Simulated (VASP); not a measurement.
# MgCd2Te3 (P-6m2) in VASP: single point with PBE

Aim: the single point of MgCd2Te3 with PBE.

All numbers are computed with VASP 6.6.1; they aren't measurements. Logs are shortened: lines on timing, memory, paths and dates and some standing lists are left out, and cuts for length are marked.

### Step 1. The cell of the first run

Symmetry: P-6m2, No. 187, hexagonal system. Conventional cell: a = 4.304 Å, b = 4.304 Å, c = 21.027 Å, α = 90.00°, β = 90.00°, γ = 120.00°. Within 4.0 Å of Mg (site symmetry 3m) lie 6 Te at 3.04 Å and 1 Mg at 3.50 Å and 1 Cd at 3.50 Å. Cd (site symmetry 3m) has 6 Te at 3.04 Å and 2 Cd at 3.50 Å within 4.0 Å. Cd (site symmetry 3m) has 6 Te at 3.04 Å and 1 Mg at 3.50 Å and 1 Cd at 3.50 Å within 4.0 Å. Te (site symmetry -6m2) has 6 Mg at 3.04 Å within 4.0 Å. Within 4.0 Å of Te (site symmetry 3m) lie 6 Cd at 3.04 Å. Within 4.0 Å of Te (site symmetry 3m) lie 3 Cd at 3.04 Å and 3 Mg at 3.04 Å. Te (site symmetry -6m2) has 6 Cd at 3.04 Å within 4.0 Å.

### Step 2. Single point, PBE

INCAR

```
PREC     = Accurate       # precision mode
ENCUT    = 600            # plane-wave cutoff, eV
EDIFF    = 1E-6           # SCF threshold, eV
ISMEAR   = 0              # smearing method
SIGMA    = 0.1            # smearing width, eV
LREAL    = False          # projectors in reciprocal space
LASPH    = True           # aspherical terms in the spheres
NELM     = 120            # most SCF steps
ALGO     = Normal         # electronic algorithm
ISIF     = 2              # what is computed and relaxed
LWAVE    = False          # write WAVECAR
LCHARG   = True           # write CHGCAR
GGA      = PE             # functional
LELF     = True           # ELF
LVHAR    = True         
NBANDS   = 56             # bands
GGA_COMPAT= False
```

KPOINTS

```
regular mesh
0
Gamma
  6 6 1
```

POSCAR

```
MgCd2Te3
1.0
    4.3044498600      0.0000000000      0.0000000000
   -2.1522249300      3.7277629300      0.0000000000
    0.0000000000      0.0000000000     21.0267337900
Mg Cd Te
2 4 6
Direct
    0.0000000000      0.0000000000      0.0833333300
    0.0000000000      0.0000000000      0.9166666700
    0.0000000000      0.0000000000      0.4166666700
    0.0000000000      0.0000000000      0.7500000000
    0.0000000000      0.0000000000      0.2500000000
    0.0000000000      0.0000000000      0.5833333300
    0.3333333300      0.6666666700      0.0000000000
    0.3333333300      0.6666666700      0.3333333300
    0.3333333300      0.6666666700      0.6666666700
    0.6666666700      0.3333333300      0.1666666700
    0.6666666700      0.3333333300      0.5000000000
    0.6666666700      0.3333333300      0.8333333300
```

Potentials or basis: VASP PAW PBE potentials, release 64 (Mg, Cd, Te).

On the command line:

```bash
> cat potpaw_PBE.64/Mg/POTCAR potpaw_PBE.64/Cd/POTCAR potpaw_PBE.64/Te/POTCAR > POTCAR
> mpirun -np 1 vasp_std > vasp.out
```

OUTCAR:

```text
PREC = Accurate
   ENCUT = 600
   EDIFF = 1E-6
   ISMEAR = 0
   LREAL = False
   LASPH = True
   NELM = 120
   ISIF = 2
   GGA = PE

 ion  position               nearest neighbor table
   1  0.000  0.000  0.083-   7 3.04   7 3.04   7 3.04  10 3.04  10 3.04  10 3.04   2 3.50   5 3.50

   2  0.000  0.000  0.917-   7 3.04   7 3.04   7 3.04  12 3.04  12 3.04  12 3.04   1 3.50   4 3.50

   3  0.000  0.000  0.417-  11 3.04  11 3.04  11 3.04   8 3.04   8 3.04   8 3.04   6 3.50   5 3.50

   4  0.000  0.000  0.750-   9 3.04  12 3.04  12 3.04   9 3.04  12 3.04   9 3.04   2 3.50   6 3.50

   5  0.000  0.000  0.250-   8 3.04  10 3.04  10 3.04   8 3.04  10 3.04   8 3.04   1 3.50   3 3.50

   6  0.000  0.000  0.583-  11 3.04  11 3.04  11 3.04   9 3.04   9 3.04   9 3.04   3 3.50   4 3.50

   7  0.333  0.667  0.000-   1 3.04   2 3.04   1 3.04   2 3.04   1 3.04   2 3.04
   8  0.333  0.667  0.333-   5 3.04   5 3.04   5 3.04   3 3.04   3 3.04   3 3.04
   9  0.333  0.667  0.667-   4 3.04   4 3.04   4 3.04   6 3.04   6 3.04   6 3.04
  10  0.667  0.333  0.167-   5 3.04   5 3.04   5 3.04   1 3.04   1 3.04   1 3.04
  11  0.667  0.333  0.500-   3 3.04   6 3.04   3 3.04   6 3.04   3 3.04   6 3.04
  12  0.667  0.333  0.833-   4 3.04   4 3.04   4 3.04   2 3.04   2 3.04   2 3.04

  LATTYP: Found a hexagonal cell.
 ALAT       =     4.3044498600
 C/A-ratio  =     4.8848829639

  Lattice vectors:

 A1 = (   4.3044498600,   0.0000000000,   0.0000000000)
 A2 = (  -2.1522249300,   3.7277629300,   0.0000000000)
 A3 = (   0.0000000000,   0.0000000000,  21.0267337900)

Analysis of symmetry for initial positions (statically):
=====================================================================
 Subroutine PRICEL returns:
 Original cell was already a primitive cell.

 Routine SETGRP: Setting up the symmetry group for a
 hexagonal supercell.

 Subroutine GETGRP returns: Found 12 space group operations
 (whereof 12 operations were pure point group operations)
 out of a pool of 24 trial point group operations.

The static configuration has the point symmetry D_3h.

Analysis of symmetry for dynamics (positions and initial velocities):
=====================================================================
 Subroutine PRICEL returns:
 Original cell was already a primitive cell.

 Routine SETGRP: Setting up the symmetry group for a
 hexagonal supercell.

 Subroutine GETGRP returns: Found 12 space group operations
 (whereof 12 operations were pure point group operations)
 out of a pool of 24 trial point group operations.

The dynamic configuration has the point symmetry D_3h.

 Subroutine INISYM returns: Found 12 space group operations
 (whereof 12 operations are pure point group operations),
 and found     1 'primitive' translations

----------------------------------------------------------------------------------------

                                     Primitive cell

  volume of cell :     337.3943

  direct lattice vectors                    reciprocal lattice vectors
     4.304449860  0.000000000  0.000000000     0.232317725  0.134128701  0.000000000
    -2.152224930  3.727762930  0.000000000     0.000000000  0.268257402  0.000000000
     0.000000000  0.000000000 21.026733790     0.000000000  0.000000000  0.047558504

  length of vectors
     4.304449860  4.304449862 21.026733790     0.268257402  0.268257402  0.047558504

  position of ions in fractional coordinates (direct lattice)
     0.000000000  0.000000000  0.083333330
     0.000000000  0.000000000  0.916666670
     0.000000000  0.000000000  0.416666670
     0.000000000  0.000000000  0.750000000
     0.000000000  0.000000000  0.250000000
     0.000000000  0.000000000  0.583333330
     0.333333330  0.666666670  0.000000000
     0.333333330  0.666666670  0.333333330
     0.333333330  0.666666670  0.666666670
     0.666666670  0.333333330  0.166666670
     0.666666670  0.333333330  0.500000000
     0.666666670  0.333333330  0.833333330

  ion indices of the primitive-cell ions
   primitive index   ion index
                 1           1
                 2           2
                 3           3
                 4           4
                 5           5
                 6           6
                 7           7
                 8           8
                 9           9
                10          10
                11          11
                12          12

----------------------------------------------------------------------------------------

 KPOINTS: regular mesh

Automatic generation of k-mesh.
 Grid dimensions read from file:
 generate k-points for:    6    6    1

 Generating k-lattice:

  Cartesian coordinates                     Fractional coordinates (reciprocal lattice)
     0.038719621  0.022354784  0.000000000     0.166666667  0.000000000  0.000000000
     0.000000000  0.044709567  0.000000000     0.000000000  0.166666667  0.000000000
     0.000000000  0.000000000  0.047558504     0.000000000  0.000000000  1.000000000

  Length of vectors
     0.044709567  0.044709567  0.047558504

  Shift w.r.t. Gamma in fractional coordinates (k-lattice)
     0.000000000  0.000000000  0.000000000

 Subroutine IBZKPT returns following result:
 ===========================================

 Found      7 irreducible k-points:

 Following reciprocal coordinates:
            Coordinates               Weight
  0.000000  0.000000  0.000000      1.000000
  0.166667  0.000000  0.000000      6.000000
  0.333333  0.000000  0.000000      6.000000
  0.500000  0.000000  0.000000      3.000000
  0.166667  0.166667  0.000000      6.000000
  0.333333  0.166667  0.000000     12.000000
  0.333333  0.333333  0.000000      2.000000
   k-points           NKPTS =      7   k-points in BZ     NKDIM =      7   number of bands    NBANDS=     56
   number of dos      NEDOS =    301   number of ions     NIONS =     12
   total plane-waves  NPLWV = 217728
   dimension x,y,z NGX =    36 NGY =   36 NGZ =  168
   dimension x,y,z NGXF=    72 NGYF=   72 NGZF=  336
   ions per type =               2   4   6
   NGX,Y,Z   is equivalent  to a cutoff of  13.90, 13.90, 13.28 a.u.
   NGXF,Y,Z  is equivalent  to a cutoff of  27.81, 27.81, 26.57 a.u.
 SYSTEM =  unknown system
   PREC   = accura    normal or accurate (medium, high low for compatibility)
   ISTART =      0    job   : 0-new  1-cont  2-samecut
   ICHARG =      2    charge: 1-file 2-atom 10-const
   ISPIN  =      1    spin polarized calculation?
   LNONCOLLINEAR =      F non collinear calculations
   LSORBIT =      F    spin-orbit coupling
   LASPH  =      T    aspherical Exc in radial PAW
   ENCUT  =  600.0 eV  44.10 Ry    6.64 a.u.   8.60  8.60 42.00*2*pi/ulx,y,z
   NELM   =    120;   NELMIN=  2; NELMDL= -5     # of ELM steps
   EDIFF  = 0.1E-05   stopping-criterion for ELM
   LREAL  =      F    real-space projection
   EDIFFG = 0.1E-04   stopping-criterion for IOM
   NSW    =      0    number of steps for IOM
   IBRION =     -1    ionic relax: 0-MD 1-quasi-New 2-CG
   NFREE  =      0    steps in history (QN), initial steepest desc. (CG)
   ISIF   =      2    stress and relaxation
   ISYM   =      2    0-nonsym 1-usesym 2-fastsym
   POTIM  = 0.5000    time-step for ionic-motion
   TEBEG  =    0.0;   TEEND  =   0.0 temperature during run
   PSTRESS=    0.0 pullay stress
   NELECT =      88.0000    total number of electrons
   NUPDOWN=      -1.0000    fix difference up-down
   EMIN   =  10.00;   EMAX   =-10.00  energy-range for DOS
   EFERMI =   0.00;   METHOD = LEGACY
   ISMEAR =     0;   SIGMA  =   0.10  broadening in eV -4-tet -1-fermi 0-gaus
   EFERMI_NEDOS =   21; number of points for ismear=-14 and -15
   IALGO  =     38    algorithm
   IMIX   =      4    mixing-type and parameters
     AMIX     =   0.40;   BMIX     =  1.00
     AMIX_MAG =   1.60;   BMIX_MAG =  1.00
  volume/ion in A,a.u.               =      28.12       189.74
  Fermi-wavevector in a.u.,A,eV,Ry     =   1.045979  1.976614 14.885766  1.094073
  Thomas-Fermi vector in A             =   2.180798
   LORBIT       =      0    0 simple, 1 ext, 2 COOP (PROOUT), +10 PAW based schemes
   GGA     = PE    functional components
   LHFCALC =     F    Hartree Fock is set to
   AEXX    =    0.0000 exact exchange contribution
   IVDW    =     0    specifies the selected vdW correction
   LEPSILON=     F    determine dielectric tensor
   LRPA    =     F    only Hartree local field effects (RPA)
 non-spin polarized calculation
 Gauss-broadening in eV      SIGMA  =   0.10
  energy-cutoff  :      600.00
  volume of cell :      337.39
 maximum number of plane-waves:     11309
 NGX is ok and might be reduce to    36
   NGX = 17   NGY = 17   NGZ = 83

 number of electron      87.9999988 magnetization

 Free energy of the ion-electron system (eV)
  ---------------------------------------------------
  ext. energy  EPLUGINS =         0.00000000
  ---------------------------------------------------
  free energy    TOTEN  =       -30.04791868 eV

  energy without entropy =      -30.03771123  energy(sigma->0) =      -30.04281496

 E-fermi :   4.1404     XC(G=0):  -9.4325

 val. band max:        4.1019961086   @ k =   0.1667   0.0000   0.0000
 cond. band min:       4.5391664306   @ k =   0.0000   0.0000   0.0000
 fundamental gap:      0.4371703220
 Fermi energy:         4.1404482215

 k-point     1 :       0.0000    0.0000    0.0000
  band No.  band energies     occupation
      1      -7.5050      2.00000
      2      -7.2797      2.00000
      3      -7.1647      2.00000
      4      -6.7139      2.00000
      5      -6.7002      2.00000
      6      -6.3591      2.00000
[... 48 lines left out ...]
     55       9.0821      0.00000
     56       9.0821      0.00000

 k-point     2 :       0.1667    0.0000    0.0000
  band No.  band energies     occupation
      1      -7.3146      2.00000
      2      -7.1134      2.00000
      3      -7.0113      2.00000
      4      -6.6494      2.00000
      5      -6.6358      2.00000
      6      -6.3294      2.00000
[... 48 lines left out ...]
     55       9.1661      0.00000
     56       9.1925      0.00000

 k-point     3 :       0.3333    0.0000    0.0000
  band No.  band energies     occupation
      1      -6.8798      2.00000
      2      -6.7605      2.00000
      3      -6.6692      2.00000
      4      -6.5575      2.00000
      5      -6.4806      2.00000
      6      -6.1796      2.00000
[... 48 lines left out ...]
     55       8.7779      0.00000
     56       8.8071      0.00000

 k-point     4 :       0.5000    0.0000    0.0000
  band No.  band energies     occupation
      1      -6.7073      2.00000
      2      -6.6188      2.00000
      3      -6.5204      2.00000
      4      -6.3581      2.00000
      5      -6.3332      2.00000
      6      -6.0865      2.00000
[... 48 lines left out ...]
     55       8.3231      0.00000
     56       8.3577      0.00000

 k-point     5 :       0.1667    0.1667    0.0000
  band No.  band energies     occupation
      1      -6.9916      2.00000
      2      -6.8466      2.00000
      3      -6.7585      2.00000
      4      -6.5920      2.00000
      5      -6.5315      2.00000
      6      -6.2264      2.00000
[... 48 lines left out ...]
     55       8.6459      0.00000
     56       8.6499      0.00000

 k-point     6 :       0.3333    0.1667    0.0000
  band No.  band energies     occupation
      1      -6.6657      2.00000
      2      -6.6065      2.00000
      3      -6.5589      2.00000
      4      -6.4038      2.00000
      5      -6.3609      2.00000
      6      -6.0789      2.00000
[... 48 lines left out ...]
     55       8.7024      0.00000
     56       8.8741      0.00000

 k-point     7 :       0.3333    0.3333    0.0000
  band No.  band energies     occupation
      1      -6.5556      2.00000
      2      -6.5419      2.00000
      3      -6.5400      2.00000
      4      -6.2971      2.00000
      5      -6.2942      2.00000
      6      -6.0219      2.00000
[... 48 lines left out ...]
     55      10.0286      0.00000
     56      10.0459      0.00000

------------------------ aborting loop because EDIFF is reached ----------------------------------------

  FORCE on cell =-STRESS in cart. coord.  units (eV):
  Direction    XX          YY          ZZ          XY          YZ          ZX
  --------------------------------------------------------------------------------------
  -------------------------------------------------------------------------------------
  Total        0.9759583      0.9759583      1.5114120      0.0000000      0.0000000      0.0000000
  in kB        4.6345129      4.6345129      7.1772106      0.0000000      0.0000000      0.0000000
  external PRESSURE =       5.4820788 kB  Pullay stress =       0.0000000 kB

 VOLUME and BASIS-vectors are now :
 -----------------------------------------------------------------------------
  energy-cutoff  :      600.00
  volume of cell :      337.39
      direct lattice vectors                 reciprocal lattice vectors
     4.304449860  0.000000000  0.000000000     0.232317725  0.134128701  0.000000000
    -2.152224930  3.727762930  0.000000000     0.000000000  0.268257402  0.000000000
     0.000000000  0.000000000 21.026733790     0.000000000  0.000000000  0.047558504

 POSITION                                       TOTAL-FORCE (eV/Angst)
 -----------------------------------------------------------------------------------
      0.00000      0.00000      1.75223        -0.000000      0.000000     -0.019530
      0.00000      0.00000     19.27451        -0.000000      0.000000      0.019530
      0.00000      0.00000      8.76114        -0.000000      0.000000     -0.011589
      0.00000      0.00000     15.77005        -0.000000      0.000000      0.069654
      0.00000      0.00000      5.25668        -0.000000      0.000000     -0.069654
      0.00000      0.00000     12.26559        -0.000000      0.000000      0.011589
     -0.00000      2.48518      0.00000        -0.000000     -0.000000      0.000000
     -0.00000      2.48518      7.00891        -0.000000     -0.000000     -0.002720
     -0.00000      2.48518     14.01782        -0.000000     -0.000000      0.002720
      2.15222      1.24259      3.50446         0.000000      0.000000     -0.344559
      2.15222      1.24259     10.51337        -0.000000      0.000000      0.000000
      2.15222      1.24259     17.52228         0.000000     -0.000000      0.344559
 -----------------------------------------------------------------------------------
    total drift:                               -0.000000      0.000000      0.000000

  FREE ENERGIE OF THE ION-ELECTRON SYSTEM (eV)
  ---------------------------------------------------
  free  energy   TOTEN  =       -30.0479186804 eV

  energy  without entropy=      -30.0377112299  energy(sigma->0) =      -30.04281496
```

Run time: 6.1 min. Hardware: 1 thread of AMD EPYC 7R13, shared host; peak memory 0.54 GiB.

Results:

| Item | Value |
| --- | --- |
| Free energy | -30.0479 eV |
| Pressure | 0.5 GPa |
| Largest force | 0.345 eV/Å |
| Band gap on the k mesh | zero (band 44 reaches 4.10 eV, above the bottom of band 45 at 3.63 eV) |

Forces on the atoms (eV/Å):
```
Mg   0.000  0.000 -0.020
Mg   0.000  0.000  0.020
Cd   0.000  0.000 -0.012
Cd   0.000  0.000  0.070
Cd   0.000  0.000 -0.070
Cd   0.000  0.000  0.012
Te   0.000  0.000  0.000
Te   0.000  0.000 -0.003
Te   0.000  0.000  0.003
Te   0.000  0.000 -0.345
Te   0.000  0.000  0.000
Te   0.000  0.000  0.345
```

Levels at points of the mesh, in eV from the Fermi level:
```
           k point  band 41  band 42  band 43  band 44  band 45  band 46  band 47  band 48
(0.00, 0.00, 0.00)    -0.22    -0.22    -0.11    -0.11     0.40     1.81     2.00     2.46
(0.50, 0.00, 0.00)    -1.05    -1.04    -0.81    -0.22     0.44     0.67     1.54     2.01
```

Caveat: spin-orbit coupling is left out, which moves the levels of the heavy elements.
